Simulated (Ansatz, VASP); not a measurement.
## Two plane-wave programs on AlAs

```xyz
2
Lattice="0.0000 2.8639 2.8639 2.8639 0.0000 2.8639 2.8639 2.8639 0.0000" Properties=species:S:1:pos:R:3 pbc="T T T"
Al    0.0000    0.0000    0.0000
As    1.4319    1.4319    1.4319
```

Alike in both runs: functional PBE; k mesh 8 × 8 × 8; occupations gaussian, width 0.02 eV; no spin polarisation.

Ansatz relaxed the structure, and its values are those at the end. VASP's run is a single point on that final structure, the one shown.

|  | VASP | Ansatz |
| --- | --- | --- |
| version | VASP 6.6.1 | Ansatz 0.2.0 |
| potentials or method | VASP PAW PBE potentials, release 64 (Al, As), cutoff 500 eV | scalar-relativistic, plane waves, PAW |
| valence electrons in the cell | 8 | 18 |

```tsv
	VASP	Ansatz	Ansatz less VASP
gap on the k mesh at the Fermi level (eV)	1.49	1.50	+0.009
least direct gap on the mesh (eV)	1.78	1.78	-0.003
pressure (GPa)	0.2	0.0	-0.17
```

VASP's potentials hold 8 valence electrons a cell and Ansatz's 18, so a difference there can come from the potentials and not from the codes.
